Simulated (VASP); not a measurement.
Write the native input for VASP 6.6.1 that does the following.

```yaml
Task: single point
Functional: PBEsol
Potentials_or_basis: VASP PAW PBE potentials, release 64 (Cs_sv)
Cutoff: 520 eV
k_mesh: 1 × 1 × 7
Occupations: gaussian, width 0.05 eV
Spin: collinear spin
Starting_moments: "[0.5, 0.5, 0.5, 0.5] μB"
Dipole_correction: no
Further_INCAR_settings: ALGO = Normal; EDIFF = 1e-06; NBANDS = 30
```

The structure of Cs lies in POSCAR:

```
Cs
1.0
   13.9000000000      0.0000000000      0.0000000000
    0.0000000000      9.3000000000      0.0000000000
    0.0000000000      0.0000000000      9.7249775242
Cs
4
Direct
    0.3124251010      0.5000000000      0.0000000000
    0.3124251010      0.5000000000      0.5000000000
    0.6875748990      0.5000000000      0.0000000000
    0.6875748990      0.5000000000      0.5000000000
```

The input as run:

INCAR

```
SYSTEM = Cs
PREC = Accurate
ENCUT = 520
EDIFF = 1E-6
ISMEAR = 0
SIGMA = 0.05
LREAL = .False.
LASPH = .True.
NELM = 150
ALGO = Normal
ISIF = 2
LWAVE = .False.
LCHARG = .False.
ISPIN = 2
MAGMOM = 0.5 0.5 0.5 0.5
LORBIT = 11
GGA = PS
NBANDS = 30
```

KPOINTS

```
regular mesh
0
Gamma
  1 1 7
  0 0 0
```

Potentials or basis: VASP PAW PBE potentials, release 64 (Cs_sv).

Command:

```bash
$ cat potpaw_PBE.64/Cs_sv/POTCAR > POTCAR
$ mpirun -np 1 vasp_std > vasp.out
```

Results of the run:

```json
{
 "Net moment": "0.00 μB per cell",
 "Valence electrons inside the program's atomic spheres": "Cs 6.54"
}
```

It took 6.2 min on 1 thread of Intel(R) Xeon(R) 6975P-C (Granite Rapids) (shared host), peak memory 1.4 GiB.
